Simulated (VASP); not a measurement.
# LiHF2 (R-3m) in VASP: notebook, part 2 of 2

VASP 6.6.1. The steps go on from the part before.

### Step 3. Single point, PBEsol (strained and its atoms moved)

File INCAR:

```
SYSTEM = LiHF2
  PREC = Accurate
  ENCUT = 520
  EDIFF = 1E-7
  ISMEAR = 0
  SIGMA = 0.02
  LREAL = .False.
  LASPH = .True.
  NELM = 60
  ALGO = Normal
  ISIF = 2
  LWAVE = .False.
  LCHARG = .False.
  GGA = PS
  NBANDS = 17
```

File KPOINTS:

```
regular mesh
0
Gamma
  9 9 9
  0 0 0
```

File POSCAR:

```
LiHF2
1.0
    1.3961576198      0.8060719776      4.5488669777
   -1.3961576198      0.8060719776      4.5488669777
    0.0000000000     -1.6121439553      4.5488669777
Li H F
1 1 2
Direct
    0.0000000000      0.0000000000      0.0000000000
    0.5000000000      0.5000000000      0.5000000000
    0.4294950833      0.4294950833      0.4294950833
    0.5705049167      0.5705049167      0.5705049167
```

Potentials or basis: VASP PAW PBE potentials, release 64 (Li_sv, H, F).

Command:

```sh
$ cat potpaw_PBE.64/Li_sv/POTCAR potpaw_PBE.64/H/POTCAR potpaw_PBE.64/F/POTCAR > POTCAR
$ mpirun -np 1 vasp_std > vasp.out
```

OUTCAR:

```text
SYSTEM = LiHF2
   PREC = Accurate
   ENCUT = 520
   EDIFF = 1E-7
   ISMEAR = 0
   LREAL = .False.
   LASPH = .True.
   NELM = 60
   ISIF = 2
   GGA = PS

 ion  position               nearest neighbor table
   1  0.000  0.000  0.000-   4 2.08   4 2.08   3 2.08   3 2.08   4 2.08   3 2.08
   2  0.500  0.500  0.500-   3 0.96   4 0.96
   3  0.429  0.429  0.429-   2 0.96   1 2.08   1 2.08   1 2.08
   4  0.571  0.571  0.571-   2 0.96   1 2.08   1 2.08   1 2.08

  LATTYP: Found a trigonal (rhomboedric) cell.
 ALAT       =     4.8260956179
 COS(alpha) =     0.8326186551

  Lattice vectors:

 A1 = (   1.3961576198,   0.8060719776,   4.5488669777)
 A2 = (  -1.3961576198,   0.8060719776,   4.5488669777)
 A3 = (   0.0000000000,  -1.6121439553,   4.5488669777)

Analysis of symmetry for initial positions (statically):
=====================================================================
 Subroutine PRICEL returns:
 Original cell was already a primitive cell.

 Routine SETGRP: Setting up the symmetry group for a
 trigonal (rhombohedral) supercell.

 Subroutine GETGRP returns: Found 12 space group operations
 (whereof 12 operations were pure point group operations)
 out of a pool of 12 trial point group operations.

The static configuration has the point symmetry D_3d.

Analysis of symmetry for dynamics (positions and initial velocities):
=====================================================================
 Subroutine PRICEL returns:
 Original cell was already a primitive cell.

 Routine SETGRP: Setting up the symmetry group for a
 trigonal (rhombohedral) supercell.

 Subroutine GETGRP returns: Found 12 space group operations
 (whereof 12 operations were pure point group operations)
 out of a pool of 12 trial point group operations.

The dynamic configuration has the point symmetry D_3d.

[... 119 lines left out ...]
   IALGO  =     38    algorithm
   IMIX   =      4    mixing-type and parameters
     AMIX     =   0.40;   BMIX     =  1.00
     AMIX_MAG =   1.60;   BMIX_MAG =  1.00
  volume/ion in A,a.u.               =       7.68        51.82
  Fermi-wavevector in a.u.,A,eV,Ry     =   1.369971  2.588870 25.535698  1.876821
  Thomas-Fermi vector in A             =   2.495799
   LORBIT       =      0    0 simple, 1 ext, 2 COOP (PROOUT), +10 PAW based schemes
   GGA     = PS    functional components
   LHFCALC =     F    Hartree Fock is set to
   AEXX    =    0.0000 exact exchange contribution
   IVDW    =     0    specifies the selected vdW correction
   LEPSILON=     F    determine dielectric tensor
   LRPA    =     F    only Hartree local field effects (RPA)
 non-spin polarized calculation
 Gauss-broadening in eV      SIGMA  =   0.02
  energy-cutoff  :      520.00
  volume of cell :       30.72
 maximum number of plane-waves:       841
   NGX = 17   NGY = 17   NGZ = 17

 number of electron      18.0000005 magnetization

 Free energy of the ion-electron system (eV)
  ---------------------------------------------------
  ext. energy  EPLUGINS =         0.00000000
  ---------------------------------------------------
  free energy    TOTEN  =       -16.91919229 eV

  energy without entropy =      -16.91919229  energy(sigma->0) =      -16.91919229

 E-fermi :  -1.7004     XC(G=0):  -9.6990

 val. band max:       -1.7814347003   @ k =   0.4444   0.4444   0.4444
 cond. band min:       6.5713428578   @ k =   0.0000   0.0000   0.0000
 fundamental gap:      8.3527775581
 Fermi energy:        -1.7004088062

 k-point     1 :       0.0000    0.0000    0.0000
  band No.  band energies     occupation
      1     -42.8658      2.00000
      2     -24.7602      2.00000
      3     -21.7341      2.00000
      4      -9.0823      2.00000
      5      -2.7104      2.00000
      6      -2.7104      2.00000
[... 457 lines left out ...]
      4      -8.2402      2.00000
      5      -5.2471      2.00000
      6      -3.6635      2.00000
[... 9 lines left out ...]
     16      21.5973      0.00000
     17      24.1159      0.00000

 [... further k-points ...]

------------------------ aborting loop because EDIFF is reached ----------------------------------------

  FORCE on cell =-STRESS in cart. coord.  units (eV):
  Direction    XX          YY          ZZ          XY          YZ          ZX
  --------------------------------------------------------------------------------------
  -------------------------------------------------------------------------------------
  Total        0.7784122      0.7784122     15.5278678      0.0000000     -0.0000000      0.0000000
  in kB       40.6029359     40.6029359    809.9526756      0.0000000     -0.0000000      0.0000000
  external PRESSURE =     297.0528491 kB  Pullay stress =       0.0000000 kB

 VOLUME and BASIS-vectors are now :
 -----------------------------------------------------------------------------
  energy-cutoff  :      520.00
  volume of cell :       30.72
      direct lattice vectors                 reciprocal lattice vectors
     1.396157620  0.806071978  4.548866978     0.358125754  0.206764000  0.073278321
    -1.396157620  0.806071978  4.548866978    -0.358125754  0.206764000  0.073278321
     0.000000000 -1.612143955  4.548866978     0.000000000 -0.413528001  0.073278321

 POSITION                                       TOTAL-FORCE (eV/Angst)
 -----------------------------------------------------------------------------------
      0.00000      0.00000      0.00000         0.000000      0.000000     -0.000000
      0.00000     -0.00000      6.82330        -0.000000      0.000000      0.000000
      0.00000     -0.00000      5.86115         0.000000      0.000000    -10.430830
      0.00000     -0.00000      7.78545         0.000000     -0.000000     10.430830
 -----------------------------------------------------------------------------------
    total drift:                               -0.000000      0.000000      0.000000

  FREE ENERGIE OF THE ION-ELECTRON SYSTEM (eV)
  ---------------------------------------------------
  free  energy   TOTEN  =       -16.9191922896 eV

  energy  without entropy=      -16.9191922896  energy(sigma->0) =      -16.91919229
```

OSZICAR:

```text
N       E                     dE             d eps       ncg     rms          rms(c)
DAV:   1     0.819952897276E+02    0.81995E+02   -0.96922E+03  2914   0.106E+03
DAV:   2    -0.146718866795E+02   -0.96667E+02   -0.93876E+02  3682   0.254E+02
DAV:   3    -0.179239433201E+02   -0.32521E+01   -0.32379E+01  3630   0.429E+01
DAV:   4    -0.179874188289E+02   -0.63476E-01   -0.63448E-01  3637   0.641E+00
DAV:   5    -0.179889790128E+02   -0.15602E-02   -0.15601E-02  3629   0.806E-01    0.674E+00
DAV:   6    -0.169304517922E+02    0.10585E+01   -0.23520E+00  3412   0.130E+01    0.220E+00
DAV:   7    -0.169161315634E+02    0.14320E-01   -0.88341E-02  3531   0.236E+00    0.137E+00
DAV:   8    -0.169187722624E+02   -0.26407E-02   -0.23138E-02  3356   0.152E+00    0.172E-01
DAV:   9    -0.169188471506E+02   -0.74888E-04   -0.17743E-03  3550   0.371E-01    0.624E-02
DAV:  10    -0.169191846811E+02   -0.33753E-03   -0.25571E-04  3025   0.134E-01    0.913E-03
DAV:  11    -0.169191912076E+02   -0.65265E-05   -0.11929E-05  3872   0.305E-02    0.619E-03
DAV:  12    -0.169191923020E+02   -0.10944E-05   -0.32327E-06  3076   0.177E-02    0.191E-03
DAV:  13    -0.169191922896E+02    0.12455E-07   -0.31442E-07  3994   0.521E-03
   1 F= -.16919192E+02 E0= -.16919192E+02  d E =-.464620E-11
```

stdout:

```text
POSCAR found type information on POSCAR LiH F
 POSCAR found :  3 types and       4 ions
 scaLAPACK will be used
 -----------------------------------------------------------------------------
|                                                                             |
|                                                                             |
|     You enforced a specific xc type in the INCAR file but a different       |
|     I HOPE YOU KNOW WHAT YOU ARE DOING!                                     |
|                                                                             |
 -----------------------------------------------------------------------------

 LDA part: xc-table for (Slater+PW92), standard interpolation
 POSCAR, INCAR and KPOINTS ok, starting setup
 FFT: planning ... GRIDC
 FFT: planning ... GRID_SOFT
 FFT: planning ... GRID
 WAVECAR not read
 entering main loop
```

Run time: 1.8 min. Hardware: 1 thread of AMD EPYC 7R43 (Zen 3), shared host; peak memory 0.17 GiB.

What came out:

| Property | Result |
| --- | --- |
| Free energy | -16.9192 eV |
| Largest force | 10.431 eV/Å |
| Band gap on the k mesh | 8.35 eV (least direct gap 8.40 eV) |

Forces in eV/Å, atoms in the order of the input:
```
Li    0.000   0.000   0.000
H     0.000   0.000   0.000
F     0.000   0.000 -10.431
F     0.000   0.000  10.431
```

Levels at points of the mesh, in eV from the valence-band top:
| k point | band 7 | band 8 | band 9 | band 10 | band 11 | band 12 |
| --- | --- | --- | --- | --- | --- | --- |
| (0.00, 0.00, 0.00) | -0.63 | -0.05 | -0.05 | 8.35 | 12.93 | 13.82 |

Caveat: the cell differs from its parent crystal (strained and its atoms moved); the cutoff is under 1.25 times the usual one of these potentials, so pressure, stress and relaxed cells hold a basis-set (Pulay) error; the PAW data sets were made with another functional, which shifts forces and pressure a little; an odd mesh through Γ misses points on the zone boundary, where band edges can lie.

### Step 4. Single point, PBEsol (strained and its atoms moved)

File INCAR:

```
ALGO     = Normal         # electronic algorithm
EDIFF    = 1E-7           # SCF threshold, eV
ENCUT    = 520            # plane-wave cutoff, eV
GGA      = PS             # functional
ISIF     = 2              # what is computed and relaxed
ISMEAR   = 0              # smearing method
LASPH    = T              # aspherical terms in the spheres
LCHARG   = T              # write CHGCAR
LELF     = T              # ELF
LREAL    = F              # projectors in reciprocal space
LVHAR    = T            
LWAVE    = F              # write WAVECAR
NBANDS   = 17             # bands
NELM     = 60             # most SCF steps
PREC     = Accurate       # precision mode
SIGMA    = 0.02           # smearing width, eV
```

File KPOINTS:

```
k-points
0
Gamma
  9 9 9
```

File POSCAR:

```
LiHF2
1.0
    1.3932970018      0.8044203991      4.5403519347
   -1.3932970018      0.8044203991      4.5403519347
    0.0000000000     -1.6088407981      4.5403519347
Li H F
1 1 2
Direct
    0.0000000000      0.0000000000      0.0000000000
    0.5000000000      0.5000000000      0.5000000000
    0.3863132079      0.3863132079      0.3863132079
    0.6136867921      0.6136867921      0.6136867921
```

Command:

```sh
$ cat potpaw_PBE.64/Li_sv/POTCAR potpaw_PBE.64/H/POTCAR potpaw_PBE.64/F/POTCAR > POTCAR
$ mpirun -np 1 vasp_std > vasp.out
```

Wall time 3 min (1 thread of AMD EPYC 7R43 (Zen 3), shared host); peak memory 0.17 GiB.

It converged, with:

```yaml
Free_energy: -15.3322 eV
Largest_force: 6.970 eV/Å
Band_gap_on_the_k_mesh: 3.65 eV (least direct gap 3.86 eV)
```

Forces on the atoms (eV/Å):
```
Li   0.000  0.000  0.000
H    0.000  0.000  0.000
F    0.000  0.000  6.970
F    0.000  0.000 -6.970
```

Levels at points of the mesh, in eV from the valence-band top:
```
           k point  band 7  band 8  band 9  band 10  band 11  band 12
(0.00, 0.00, 0.00)   -0.67   -0.21   -0.21     3.65    13.06    14.72
```

Caveat: the cell differs from its parent crystal (strained and its atoms moved); the cutoff is under 1.25 times the usual one of these potentials, so pressure, stress and relaxed cells hold a basis-set (Pulay) error; the PAW data sets were made with another functional, which shifts forces and pressure a little; an odd mesh through Γ misses points on the zone boundary, where band edges can lie.

### Step 5. The runs side by side

| cell | gap on the mesh (eV) | largest force (eV/Å) |
| --- | --- | --- |
| a = 4.344 Å, angles 39.7°, 4 atoms, atomic positions A | 8.55 | 1.33 |
| a = 4.826 Å, angles 33.6°, 4 atoms, atomic positions B | 8.35 | 10.43 |
| a = 4.817 Å, angles 33.6°, 4 atoms, atomic positions C | 3.65 | 6.97 |

Alike in all rows: task single point; level PBEsol; potentials or basis VASP PAW PBE potentials, release 64 (Li_sv, H, F); no spin polarisation; k mesh 9 × 9 × 9; cutoff (eV) 520; smearing gaussian 0.02 eV.

Caveats: the cutoff is under 1.25 times the usual one of these potentials, so pressure, stress and relaxed cells hold a basis-set (Pulay) error; the PAW data sets were made with another functional, which shifts forces and pressure a little; an odd mesh through Γ misses points on the zone boundary, where band edges can lie.

Absolute energies hang on the potentials; compare differences alone.
